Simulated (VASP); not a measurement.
# Cu3N (Pm-3m) in VASP: single point with PBE

Aim: the single point of Cu3N with PBE.

Everything below comes from runs of VASP 6.6.1. Logs are shortened: lines on timing, memory, paths and dates and some standing lists are left out, and cuts for length are marked.

## 1. The cell of the first run

It takes space group Pm-3m (No. 221, cubic). The conventional cell has a = 3.833 Å, b = 3.833 Å, c = 3.833 Å, α = 90.00°, β = 90.00°, γ = 90.00°. N (site symmetry m-3m) has 6 Cu at 1.92 Å within 2.5 Å. Cu (site symmetry 4/mmm) has 2 N at 1.92 Å within 2.5 Å.

## 2. Single point, PBE, collinear spin, zero start

Input file INCAR:

```
SYSTEM = Cu3N
PREC = Accurate
ENCUT = 600
EDIFF = 1E-6
ISMEAR = -5
SIGMA = 0.1
LREAL = .False.
LASPH = .True.
NELM = 200
ALGO = Normal
ISIF = 2
LWAVE = .False.
LCHARG = .False.
ISPIN = 2
MAGMOM = 0 0 0 0
LORBIT = 11
LMAXMIX = 4
GGA = PE
NBANDS = 31
GGA_COMPAT = .False.
```

Input file KPOINTS:

```
regular mesh
0
Gamma
  6 6 6
  0 0 0
```

Input file POSCAR:

```
Cu3N
1.0
    3.8325536000      0.0000000000      0.0000000000
    0.0000000000      3.8325536000      0.0000000000
    0.0000000000      0.0000000000      3.8325536000
N Cu
1 3
Direct
    0.0000000000      0.0000000000      0.0000000000
    0.5000000000      0.0000000000      0.0000000000
    0.0000000000      0.5000000000      0.0000000000
    0.0000000000      0.0000000000      0.5000000000
```

Potentials or basis: VASP PAW PBE potentials, release 64 (N, Cu).

Run with:

```
cat potpaw_PBE.64/N/POTCAR potpaw_PBE.64/Cu/POTCAR > POTCAR
mpirun -np 1 vasp_std > vasp.out
```

OUTCAR:

```text
SYSTEM = Cu3N
   PREC = Accurate
   ENCUT = 600
   EDIFF = 1E-6
   ISMEAR = -5
   LREAL = .False.
   LASPH = .True.
   NELM = 200
   ISIF = 2
   ISPIN = 2
   LORBIT = 11
   GGA = PE

 ion  position               nearest neighbor table
   1  0.000  0.000  0.000-   2 1.92   3 1.92   4 1.92   4 1.92   3 1.92   2 1.92
   2  0.500  0.000  0.000-   1 1.92   1 1.92   4 2.71   4 2.71   3 2.71   3 2.71   3 2.71   4 2.71
                             4 2.71   3 2.71
   3  0.000  0.500  0.000-   1 1.92   1 1.92   4 2.71   4 2.71   2 2.71   2 2.71   4 2.71   4 2.71
                             2 2.71   2 2.71
   4  0.000  0.000  0.500-   1 1.92   1 1.92   3 2.71   2 2.71   2 2.71   3 2.71   3 2.71   3 2.71
                             2 2.71   2 2.71

  LATTYP: Found a simple cubic cell.
 ALAT       =     3.8325536000

  Lattice vectors:

 A1 = (   3.8325536000,   0.0000000000,   0.0000000000)
 A2 = (   0.0000000000,   3.8325536000,   0.0000000000)
 A3 = (   0.0000000000,   0.0000000000,   3.8325536000)

Analysis of symmetry for initial positions (statically):
=====================================================================
 Subroutine PRICEL returns:
 Original cell was already a primitive cell.

 Routine SETGRP: Setting up the symmetry group for a
 simple cubic supercell.

 Subroutine GETGRP returns: Found 48 space group operations
 (whereof 48 operations were pure point group operations)
 out of a pool of 48 trial point group operations.

The static configuration has the point symmetry O_h .

Analysis of symmetry for dynamics (positions and initial velocities):
=====================================================================
 Subroutine PRICEL returns:
 Original cell was already a primitive cell.

 Routine SETGRP: Setting up the symmetry group for a
 simple cubic supercell.

 Subroutine GETGRP returns: Found 48 space group operations
 (whereof 48 operations were pure point group operations)
 out of a pool of 48 trial point group operations.

The dynamic configuration has the point symmetry O_h .

Analysis of structural, dynamic, and magnetic symmetry:
=====================================================================
 Subroutine PRICEL returns:
 Original cell was already a primitive cell.

 Routine SETGRP: Setting up the symmetry group for a
 simple cubic supercell.

 Subroutine GETGRP returns: Found 48 space group operations
 (whereof 48 operations were pure point group operations)
 out of a pool of 48 trial point group operations.

The overall configuration has the point symmetry O_h .

 Subroutine INISYM returns: Found 48 space group operations
 (whereof 48 operations are pure point group operations),
 and found     1 'primitive' translations

----------------------------------------------------------------------------------------

                                     Primitive cell

  volume of cell :      56.2943

  direct lattice vectors                    reciprocal lattice vectors
     3.832553600  0.000000000  0.000000000     0.260922639  0.000000000  0.000000000
     0.000000000  3.832553600  0.000000000     0.000000000  0.260922639  0.000000000
     0.000000000  0.000000000  3.832553600     0.000000000  0.000000000  0.260922639

  length of vectors
     3.832553600  3.832553600  3.832553600     0.260922639  0.260922639  0.260922639

  position of ions in fractional coordinates (direct lattice)
     0.000000000  0.000000000  0.000000000
     0.500000000  0.000000000  0.000000000
     0.000000000  0.500000000  0.000000000
     0.000000000  0.000000000  0.500000000

  ion indices of the primitive-cell ions
   primitive index   ion index
                 1           1
                 2           2
                 3           3
                 4           4

----------------------------------------------------------------------------------------

 KPOINTS: regular mesh

Automatic generation of k-mesh.
 Grid dimensions read from file:
 generate k-points for:    6    6    6

 Generating k-lattice:

  Cartesian coordinates                     Fractional coordinates (reciprocal lattice)
     0.043487107  0.000000000  0.000000000     0.166666667  0.000000000  0.000000000
     0.000000000  0.043487107  0.000000000     0.000000000  0.166666667  0.000000000
     0.000000000  0.000000000  0.043487107     0.000000000  0.000000000  0.166666667

  Length of vectors
     0.043487107  0.043487107  0.043487107

  Shift w.r.t. Gamma in fractional coordinates (k-lattice)
     0.000000000  0.000000000  0.000000000

 TETIRR: Found    104 inequivalent tetrahedra from     1296

 Subroutine IBZKPT returns following result:
 ===========================================

 Found     20 irreducible k-points:

 Following reciprocal coordinates:
            Coordinates               Weight
  0.000000  0.000000  0.000000      1.000000
  0.166667  0.000000  0.000000      6.000000
  0.333333  0.000000  0.000000      6.000000
  0.500000  0.000000  0.000000      3.000000
  0.166667  0.166667  0.000000     12.000000
  0.333333  0.166667  0.000000     24.000000
[... 12 lines left out ...]
  0.500000  0.500000  0.333333      6.000000
  0.500000  0.500000  0.500000      1.000000
   k-points           NKPTS =     20   k-points in BZ     NKDIM =     20   number of bands    NBANDS=     31
   number of dos      NEDOS =    301   number of ions     NIONS =      4
   total plane-waves  NPLWV =  32768
   dimension x,y,z NGX =    32 NGY =   32 NGZ =   32
   dimension x,y,z NGXF=    64 NGYF=   64 NGZF=   64
   ions per type =               1   3
   NGX,Y,Z   is equivalent  to a cutoff of  13.88, 13.88, 13.88 a.u.
   NGXF,Y,Z  is equivalent  to a cutoff of  27.76, 27.76, 27.76 a.u.
 SYSTEM =  Cu3N
   PREC   = accura    normal or accurate (medium, high low for compatibility)
   ISTART =      0    job   : 0-new  1-cont  2-samecut
   ICHARG =      2    charge: 1-file 2-atom 10-const
   ISPIN  =      2    spin polarized calculation?
   LNONCOLLINEAR =      F non collinear calculations
   LSORBIT =      F    spin-orbit coupling
   LASPH  =      T    aspherical Exc in radial PAW
   ENCUT  =  600.0 eV  44.10 Ry    6.64 a.u.   7.65  7.65  7.65*2*pi/ulx,y,z
   NELM   =    200;   NELMIN=  2; NELMDL= -5     # of ELM steps
   EDIFF  = 0.1E-05   stopping-criterion for ELM
   LREAL  =      F    real-space projection
   EDIFFG = 0.1E-04   stopping-criterion for IOM
   NSW    =      0    number of steps for IOM
   IBRION =     -1    ionic relax: 0-MD 1-quasi-New 2-CG
   NFREE  =      0    steps in history (QN), initial steepest desc. (CG)
   ISIF   =      2    stress and relaxation
   ISYM   =      2    0-nonsym 1-usesym 2-fastsym
   POTIM  = 0.5000    time-step for ionic-motion
   TEBEG  =    0.0;   TEEND  =   0.0 temperature during run
   PSTRESS=    0.0 pullay stress
   NELECT =      38.0000    total number of electrons
   NUPDOWN=      -1.0000    fix difference up-down
   EMIN   =  10.00;   EMAX   =-10.00  energy-range for DOS
   EFERMI =   0.00;   METHOD = LEGACY
   ISMEAR =    -5;   SIGMA  =   0.10  broadening in eV -4-tet -1-fermi 0-gaus
   EFERMI_NEDOS =   21; number of points for ismear=-14 and -15
   IALGO  =     38    algorithm
   IMIX   =      4    mixing-type and parameters
     AMIX     =   0.40;   BMIX     =  1.00
     AMIX_MAG =   1.60;   BMIX_MAG =  1.00
  volume/ion in A,a.u.               =      14.07        94.97
  Fermi-wavevector in a.u.,A,eV,Ry     =   1.436088  2.713813 28.059968  2.062349
  Thomas-Fermi vector in A             =   2.555315
   LORBIT       =     11    0 simple, 1 ext, 2 COOP (PROOUT), +10 PAW based schemes
   GGA     = PE    functional components
   LHFCALC =     F    Hartree Fock is set to
   AEXX    =    0.0000 exact exchange contribution
   IVDW    =     0    specifies the selected vdW correction
   LEPSILON=     F    determine dielectric tensor
   LRPA    =     F    only Hartree local field effects (RPA)
 spin polarized calculation
 Fermi weights with tetrahedron method with Bloechl corrections
  energy-cutoff  :      600.00
  volume of cell :       56.29
 maximum number of plane-waves:      1924
 NGX is ok and might be reduce to    32
   NGX = 15   NGY = 15   NGZ = 15

 number of electron      37.9999976 magnetization      -0.0000003

 number of electron      37.9999976 magnetization       0.0000000

 Free energy of the ion-electron system (eV)
  ---------------------------------------------------
  ext. energy  EPLUGINS =         0.00000000
  ---------------------------------------------------
  free energy    TOTEN  =       -18.38448548 eV

  energy without entropy =      -18.38448548  energy(sigma->0) =      -18.38448548

 E-fermi :   4.8731     XC(G=0): -10.7136

 val. band max:        4.7641730054   @ k =   0.5000   0.5000   0.5000
 cond. band min:       5.0170855413   @ k =   0.5000   0.5000   0.0000
 fundamental gap:      0.2529125359
 Fermi energy:         4.8730958552

 spin component 1

 k-point     1 :       0.0000    0.0000    0.0000
  band No.  band energies     occupation
      1     -11.9180      1.00000
      2      -0.3758      1.00000
      3       0.0921      1.00000
      4       0.0921      1.00000
      5       0.0921      1.00000
      6       0.9972      1.00000
[... 669 lines left out ...]
     30      24.0019      0.00000
     31      24.0019      0.00000
 Fermi energy:         4.8730958552

 spin component 2

 k-point     1 :       0.0000    0.0000    0.0000
  band No.  band energies     occupation
      1     -11.9180      1.00000
      2      -0.3758      1.00000
      3       0.0921      1.00000
      4       0.0921      1.00000
      5       0.0921      1.00000
      6       0.9972      1.00000
[... 669 lines left out ...]
     30      24.0020      0.00000
     31      24.0020      0.00000

------------------------ aborting loop because EDIFF is reached ----------------------------------------

  FORCE on cell =-STRESS in cart. coord.  units (eV):
  Direction    XX          YY          ZZ          XY          YZ          ZX
  --------------------------------------------------------------------------------------
  -------------------------------------------------------------------------------------
  Total        0.1057496      0.1057496      0.1057496     -0.0000000      0.0000000      0.0000000
  in kB        3.0097108      3.0097108      3.0097108     -0.0000000      0.0000000      0.0000000
  external PRESSURE =       3.0097108 kB  Pullay stress =       0.0000000 kB

 VOLUME and BASIS-vectors are now :
 -----------------------------------------------------------------------------
  energy-cutoff  :      600.00
  volume of cell :       56.29
      direct lattice vectors                 reciprocal lattice vectors
     3.832553600  0.000000000  0.000000000     0.260922639  0.000000000  0.000000000
     0.000000000  3.832553600  0.000000000     0.000000000  0.260922639  0.000000000
     0.000000000  0.000000000  3.832553600     0.000000000  0.000000000  0.260922639

 POSITION                                       TOTAL-FORCE (eV/Angst)
 -----------------------------------------------------------------------------------
      0.00000      0.00000      0.00000         0.000000      0.000000      0.000000
      1.91628      0.00000      0.00000         0.000000      0.000000      0.000000
      0.00000      1.91628      0.00000         0.000000      0.000000      0.000000
      0.00000      0.00000      1.91628         0.000000      0.000000      0.000000
 -----------------------------------------------------------------------------------
    total drift:                                0.000000      0.000000     -0.000000

  FREE ENERGIE OF THE ION-ELECTRON SYSTEM (eV)
  ---------------------------------------------------
  free  energy   TOTEN  =       -18.3844854793 eV

  energy  without entropy=      -18.3844854793  energy(sigma->0) =      -18.38448548

 total charge

# of ion       s       p       d       tot
------------------------------------------
    1        1.201   2.501   0.000   3.702
    2        0.420   0.369   9.224  10.013
    3        0.420   0.369   9.224  10.013
    4        0.420   0.369   9.224  10.013
--------------------------------------------------
tot          2.460   3.606  27.673  33.739

 magnetization (x)

# of ion       s       p       d       tot
------------------------------------------
    1       -0.000   0.000   0.000   0.000
    2       -0.000   0.000  -0.000   0.000
    3       -0.000   0.000  -0.000   0.000
    4       -0.000   0.000  -0.000   0.000
--------------------------------------------------
tot         -0.000   0.000  -0.000   0.000
```

Run time: 44 s. Hardware: 1 thread of Intel Xeon Platinum 8488C (Sapphire Rapids), shared host; peak memory 0.23 GiB.

What came out:

```
Free energy                                           : -18.3845 eV
Pressure                                              : 0.3 GPa
Band gap on the k mesh                                : 0.25 eV, indirect (least direct gap 0.80 eV)
Net moment                                            : 0.00 μB per cell
Valence electrons inside the program's atomic spheres : N 3.70; Cu 10.01
```

A k mesh can miss the band edges.
